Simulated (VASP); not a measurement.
# Zr in VASP: a series of runs

Zr is run at these levels: PBEsol; tasks: single point.

Everything below comes from runs of VASP 6.6.1. Logs are shortened: lines on timing, memory, paths and dates and some standing lists are left out, and cuts for length are marked.

**1. The cell of the first run**

The cell holds a slab with vacuum, 5 atoms: a = 3.048 Å, b = 3.048 Å, c = 25.956 Å, α = 90.00°, β = 90.00°, γ = 109.47°.

**2. Single point, PBEsol**

Input file INCAR:

```
ALGO = Normal
DIPOL = 0.5 0.5 0.500
EDIFF = 1E-6
ENCUT = 520
GGA = PS
IDIPOL = 3
ISIF = 2
ISMEAR = -1
LASPH = True
LCHARG = False
LDIPOL = True
LREAL = False
LWAVE = False
NBANDS = 38
NELM = 80
PREC = Accurate
SIGMA = 0.05
```

Input file KPOINTS:

```
k-points
0
Gamma
  13 13 1
```

Input file POSCAR:

```
Zr
1.0
    3.0483155759      0.0000000000      0.0000000000
   -1.0161051920      2.8739794865      0.0000000000
    0.0000000000      0.0000000000     25.9558000000
Zr
5
Direct
    0.0000000000      0.0000000000      0.3082171042
    0.5000000000      0.5000000000      0.4041085518
    0.0000000000      0.0000000000      0.5000000000
    0.5000000000      0.5000000000      0.5958914482
    0.0000000000      0.0000000000      0.6917828958
```

Potentials or basis: VASP PAW PBE potentials, release 64 (Zr_sv).

Command:

```bash
$ cat potpaw_PBE.64/Zr_sv/POTCAR > POTCAR
$ mpirun -np 1 vasp_std > vasp.out
```

OUTCAR:

```text
EDIFF = 1E-6
   ENCUT = 520
   GGA = PS
   ISIF = 2
   ISMEAR = -1
   LASPH = True
   LREAL = False
   NELM = 80
   PREC = Accurate

 ion  position               nearest neighbor table
   1  0.000  0.000  0.308-   2 3.05   2 3.05   2 3.52   2 3.52
   2  0.500  0.500  0.404-   1 3.05   1 3.05   3 3.05   3 3.05   1 3.52   1 3.52   3 3.52   3 3.52

   3  0.000  0.000  0.500-   2 3.05   4 3.05   2 3.05   4 3.05   2 3.52   4 3.52   2 3.52   4 3.52

   4  0.500  0.500  0.596-   5 3.05   5 3.05   3 3.05   3 3.05   5 3.52   5 3.52   3 3.52   3 3.52

   5  0.000  0.000  0.692-   4 3.05   4 3.05   4 3.52   4 3.52

  LATTYP: Found a base centered orthorhombic cell.
 ALAT       =     3.5198916366
 B/A-ratio  =     1.4142135624
 C/A-ratio  =     7.3740338283

  Lattice vectors:

 A1 = (   3.0483155759,   0.0000000000,   0.0000000000)
 A2 = (  -1.0161051920,   2.8739794865,   0.0000000000)
 A3 = (   0.0000000000,   0.0000000000,  25.9558000000)

Analysis of symmetry for initial positions (statically):
=====================================================================
 Subroutine PRICEL returns:
 Original cell was already a primitive cell.

 Routine SETGRP: Setting up the symmetry group for a
 base centered orthorhombic supercell.

 Subroutine GETGRP returns: Found  8 space group operations
 (whereof  8 operations were pure point group operations)
 out of a pool of  8 trial point group operations.

The static configuration has the point symmetry D_2h.

Analysis of symmetry for dynamics (positions and initial velocities):
=====================================================================
 Subroutine PRICEL returns:
 Original cell was already a primitive cell.

 Routine SETGRP: Setting up the symmetry group for a
 base centered orthorhombic supercell.

 Subroutine GETGRP returns: Found  8 space group operations
 (whereof  8 operations were pure point group operations)
 out of a pool of  8 trial point group operations.

The dynamic configuration has the point symmetry D_2h.

 Subroutine INISYM returns: Found  8 space group operations
 (whereof  8 operations are pure point group operations),
 and found     1 'primitive' translations

----------------------------------------------------------------------------------------

                                     Primitive cell

  volume of cell :     227.3935

  direct lattice vectors                    reciprocal lattice vectors
     3.048315576  0.000000000  0.000000000     0.328050025  0.115983199  0.000000000
    -1.016105192  2.873979487  0.000000000     0.000000000  0.347949596  0.000000000
     0.000000000  0.000000000 25.955800000     0.000000000  0.000000000  0.038527034

  length of vectors
     3.048315576  3.048315576 25.955800000     0.347949596  0.347949596  0.038527034

  position of ions in fractional coordinates (direct lattice)
     0.000000000  0.000000000  0.308217104
     0.500000000  0.500000000  0.404108552
     0.000000000  0.000000000  0.500000000
     0.500000000  0.500000000  0.595891448
     0.000000000  0.000000000  0.691782896

  ion indices of the primitive-cell ions
   primitive index   ion index
                 1           1
                 2           2
                 3           3
                 4           4
                 5           5

----------------------------------------------------------------------------------------

 KPOINTS: k-points

Automatic generation of k-mesh.
 Grid dimensions read from file:
 generate k-points for:   13   13    1

 Generating k-lattice:

  Cartesian coordinates                     Fractional coordinates (reciprocal lattice)
     0.025234617  0.008921785  0.000000000     0.076923077  0.000000000  0.000000000
     0.000000000  0.026765354  0.000000000     0.000000000  0.076923077  0.000000000
     0.000000000  0.000000000  0.038527034     0.000000000  0.000000000  1.000000000

  Length of vectors
     0.026765354  0.026765354  0.038527034

  Shift w.r.t. Gamma in fractional coordinates (k-lattice)
     0.000000000  0.000000000  0.000000000

 Subroutine IBZKPT returns following result:
 ===========================================

 Found     49 irreducible k-points:

 Following reciprocal coordinates:
            Coordinates               Weight
  0.000000  0.000000  0.000000      1.000000
  0.076923  0.000000  0.000000      4.000000
  0.153846  0.000000  0.000000      4.000000
  0.230769 -0.000000  0.000000      4.000000
  0.307692  0.000000  0.000000      4.000000
  0.384615  0.000000  0.000000      4.000000
[... 16 lines left out ...]
  0.384615  0.153846  0.000000      4.000000
  0.461538  0.153846  0.000000      4.000000
 [... further k-points ...]
   k-points           NKPTS =     49   k-points in BZ     NKDIM =     49   number of bands    NBANDS=     38
   number of dos      NEDOS =    301   number of ions     NIONS =      5
   total plane-waves  NPLWV = 112896
   dimension x,y,z NGX =    24 NGY =   24 NGZ =  196
   dimension x,y,z NGXF=    48 NGYF=   48 NGZF=  392
   ions per type =               5
   NGX,Y,Z   is equivalent  to a cutoff of  13.09, 13.09, 12.55 a.u.
   NGXF,Y,Z  is equivalent  to a cutoff of  26.18, 26.18, 25.11 a.u.
 SYSTEM =  unknown system
   PREC   = accura    normal or accurate (medium, high low for compatibility)
   ISTART =      0    job   : 0-new  1-cont  2-samecut
   ICHARG =      2    charge: 1-file 2-atom 10-const
   ISPIN  =      1    spin polarized calculation?
   LNONCOLLINEAR =      F non collinear calculations
   LSORBIT =      F    spin-orbit coupling
   LASPH  =      T    aspherical Exc in radial PAW
   ENCUT  =  520.0 eV  38.22 Ry    6.18 a.u.   5.67  5.67 48.26*2*pi/ulx,y,z
   NELM   =     80;   NELMIN=  2; NELMDL= -5     # of ELM steps
   EDIFF  = 0.1E-05   stopping-criterion for ELM
   LREAL  =      F    real-space projection
   EDIFFG = 0.1E-04   stopping-criterion for IOM
   NSW    =      0    number of steps for IOM
   IBRION =     -1    ionic relax: 0-MD 1-quasi-New 2-CG
   NFREE  =      0    steps in history (QN), initial steepest desc. (CG)
   ISIF   =      2    stress and relaxation
   ISYM   =      2    0-nonsym 1-usesym 2-fastsym
   POTIM  = 0.5000    time-step for ionic-motion
   TEBEG  =    0.0;   TEEND  =   0.0 temperature during run
   PSTRESS=    0.0 pullay stress
   NELECT =      60.0000    total number of electrons
   NUPDOWN=      -1.0000    fix difference up-down
   EMIN   =  10.00;   EMAX   =-10.00  energy-range for DOS
   EFERMI =   0.00;   METHOD = LEGACY
   ISMEAR =    -1;   SIGMA  =   0.05  broadening in eV -4-tet -1-fermi 0-gaus
   EFERMI_NEDOS =   21; number of points for ismear=-14 and -15
   IALGO  =     38    algorithm
   IMIX   =      4    mixing-type and parameters
     AMIX     =   0.40;   BMIX     =  1.00
     AMIX_MAG =   1.60;   BMIX_MAG =  1.00
  volume/ion in A,a.u.               =      45.48       306.91
  Fermi-wavevector in a.u.,A,eV,Ry     =   1.050024  1.984258 15.001110  1.102550
  Thomas-Fermi vector in A             =   2.185010
   LORBIT       =      0    0 simple, 1 ext, 2 COOP (PROOUT), +10 PAW based schemes
   GGA     = PS    functional components
   LHFCALC =     F    Hartree Fock is set to
   AEXX    =    0.0000 exact exchange contribution
   IVDW    =     0    specifies the selected vdW correction
   LEPSILON=     F    determine dielectric tensor
   LRPA    =     F    only Hartree local field effects (RPA)
 non-spin polarized calculation
  energy-cutoff  :      520.00
  volume of cell :      227.39
 maximum number of plane-waves:      6193
   NGX = 11   NGY = 11   NGZ = 97

 dipolmoment           0.000000      0.000000     -0.000000 electrons x Angstroem

 number of electron      60.0000000 magnetization

 dipolmoment           0.000000      0.000000      0.000000 electrons x Angstroem

 Free energy of the ion-electron system (eV)
  ---------------------------------------------------
  ext. energy  EPLUGINS =         0.00000000
  ---------------------------------------------------
  free energy    TOTEN  =       -43.26932208 eV

  energy without entropy =      -43.18695689  energy(sigma->0) =      -43.22813949

 E-fermi :   2.3910     XC(G=0):  -6.3266

 val. band max:        2.3896636511   @ k =   0.2308   0.1538   0.0000
 cond. band min:       2.3931068962   @ k =   0.0000   0.0000   0.0000
 fundamental gap:      0.0034432450
 Fermi energy:         2.3909927512

 k-point     1 :       0.0000    0.0000    0.0000
  band No.  band energies     occupation
      1     -46.1724      2.00000
      2     -46.1723      2.00000
      3     -45.8034      2.00000
      4     -45.7210      2.00000
      5     -45.6604      2.00000
      6     -24.5201      2.00000
[... 30 lines left out ...]
     37       3.9383      0.00000
     38       4.5591      0.00000

 k-point     2 :       0.0769    0.0000    0.0000
  band No.  band energies     occupation
      1     -46.1665      2.00000
      2     -46.1664      2.00000
      3     -45.7959      2.00000
      4     -45.7156      2.00000
      5     -45.6569      2.00000
      6     -24.5041      2.00000
[... 30 lines left out ...]
     37       3.8600      0.00000
     38       4.6493      0.00000

 k-point     3 :       0.1538    0.0000    0.0000
  band No.  band energies     occupation
      1     -46.1502      2.00000
      2     -46.1501      2.00000
      3     -45.7748      2.00000
      4     -45.7006      2.00000
      5     -45.6474      2.00000
      6     -24.4599      2.00000
[... 30 lines left out ...]
     37       3.9491      0.00000
[... 781 lines left out ...]
 k-point    23 :       0.3846    0.1538    0.0000
  band No.  band energies     occupation
      1     -46.0614      2.00000
      2     -46.0614      2.00000
      3     -45.6358      2.00000
      4     -45.6184      2.00000
      5     -45.6184      2.00000
      6     -24.5491      2.00000
[... 30 lines left out ...]
     37       4.4912      0.00000
     38       5.3692      0.00000

 k-point    24 :       0.4615    0.1538    0.0000
  band No.  band energies     occupation
      1     -46.0540      2.00000
      2     -46.0540      2.00000
      3     -45.6366      2.00000
      4     -45.6104      2.00000
      5     -45.6018      2.00000
      6     -24.6073      2.00000
[... 30 lines left out ...]
     37       4.5144      0.00000
     38       5.1831      0.00000

 [... further k-points ...]

------------------------ aborting loop because EDIFF is reached ----------------------------------------

 vacuum level on the upper side and lower side of the slab       (xc-potential included)        -0.251        -0.251

  FORCE on cell =-STRESS in cart. coord.  units (eV):
  Direction    XX          YY          ZZ          XY          YZ          ZX
  --------------------------------------------------------------------------------------
  -------------------------------------------------------------------------------------
  Total       -2.7163418     -2.7024758     -1.4185490      0.0196095      0.0000000      0.0000000
  in kB      -19.1389008    -19.0412033     -9.9948644      0.1381652      0.0000000      0.0000000
  external PRESSURE =     -16.0583228 kB  Pullay stress =       0.0000000 kB

 VOLUME and BASIS-vectors are now :
 -----------------------------------------------------------------------------
  energy-cutoff  :      520.00
  volume of cell :      227.39
      direct lattice vectors                 reciprocal lattice vectors
     3.048315576  0.000000000  0.000000000     0.328050025  0.115983199  0.000000000
    -1.016105192  2.873979487  0.000000000     0.000000000  0.347949596  0.000000000
     0.000000000  0.000000000 25.955800000     0.000000000  0.000000000  0.038527034

 POSITION                                       TOTAL-FORCE (eV/Angst)
 -----------------------------------------------------------------------------------
      0.00000      0.00000      8.00002        -0.000000      0.000000      0.408831
      1.01611      1.43699     10.48896        -0.000000      0.000000     -0.541501
      0.00000      0.00000     12.97790         0.000000      0.000000     -0.000000
      1.01611      1.43699     15.46684        -0.000000     -0.000000      0.541501
      0.00000      0.00000     17.95578         0.000000      0.000000     -0.408831
 -----------------------------------------------------------------------------------
    total drift:                                0.000000      0.000000      0.000000

  FREE ENERGIE OF THE ION-ELECTRON SYSTEM (eV)
  ---------------------------------------------------
  free  energy   TOTEN  =       -43.2693220848 eV

  energy  without entropy=      -43.1869568932  energy(sigma->0) =      -43.22813949

 vacuum level on the upper side and lower side of the slab         6.495         6.495
```

Run time: 18 min. Hardware: 1 thread of Oxide Virtual Turin-like, shared host; peak memory 0.46 GiB.

What came out:

```
Free energy            : -43.2693 eV
Largest force          : 0.542 eV/Å
Band gap on the k mesh : zero (bands 30 and 31 overlap by 0.70 eV)
```

Forces in eV/Å, atoms in the order of the input:
```
Zr   0.000  0.000  0.409
Zr   0.000  0.000 -0.542
Zr   0.000  0.000  0.000
Zr   0.000  0.000  0.542
Zr   0.000  0.000 -0.409
```

Caveat: the PAW data sets were made with another functional, which shifts forces and pressure a little.

**3. Single point, PBEsol**

Input file INCAR:

```
SYSTEM = Zr
ALGO = Normal
DIPOL = 0.5 0.5 0.500
EDIFF = 1E-6
ENCUT = 520
GGA = PS
IDIPOL = 3
ISIF = 2
ISMEAR = -1
LASPH = .TRUE.
LCHARG = .FALSE.
LDIPOL = .TRUE.
LREAL = .FALSE.
LWAVE = .FALSE.
NBANDS = 38
NELM = 80
PREC = Accurate
SIGMA = 0.05
```

Input file KPOINTS:

```
k-points
0
G
  13 13 1
  0 0 0
```

Input file POSCAR:

```
Zr
1.0
    3.0483155759      0.0000000000      0.0000000000
   -1.0161051920      2.8739794865      0.0000000000
    0.0000000000      0.0000000000     25.9558000000
Zr
5
Direct
    0.0000000000      0.0000000000      0.3112341063
    0.5000000000      0.5000000000      0.4017119249
    0.0000000000      0.0000000000      0.5000000086
    0.5000000000      0.5000000000      0.5982880448
    0.0000000000      0.0000000000      0.6887659154
```

Potentials or basis: VASP PAW PBE potentials, release 64 (Zr_sv).

Command:

```bash
$ cat potpaw_PBE.64/Zr_sv/POTCAR > POTCAR
$ mpirun -np 1 vasp_std > vasp.out
```

It took 20 min on 1 thread of Oxide Virtual Turin-like, shared host; peak memory 0.46 GiB.

It converged, with:

| Quantity | Value |
| --- | --- |
| Free energy | -43.3374 eV |
| Band gap on the k mesh | zero (bands 30 and 31 overlap by 0.64 eV) |

Forces in eV/Å, atoms in the order of the input:
```
Zr   0.000  0.000 -0.003
Zr   0.000  0.000 -0.002
Zr   0.000  0.000  0.000
Zr   0.000  0.000  0.002
Zr   0.000  0.000  0.003
```

Levels at points of the mesh, in eV from the Fermi level:
```
           k point  band 26  band 27  band 28  band 29  band 30  band 31  band 32  band 33  band 34  band 35
(0.00, 0.00, 0.00)    -0.73    -0.57    -0.09    -0.03    -0.02     0.67     0.82     0.83     1.02     1.39
```

Caveat: the PAW data sets were made with another functional, which shifts forces and pressure a little.
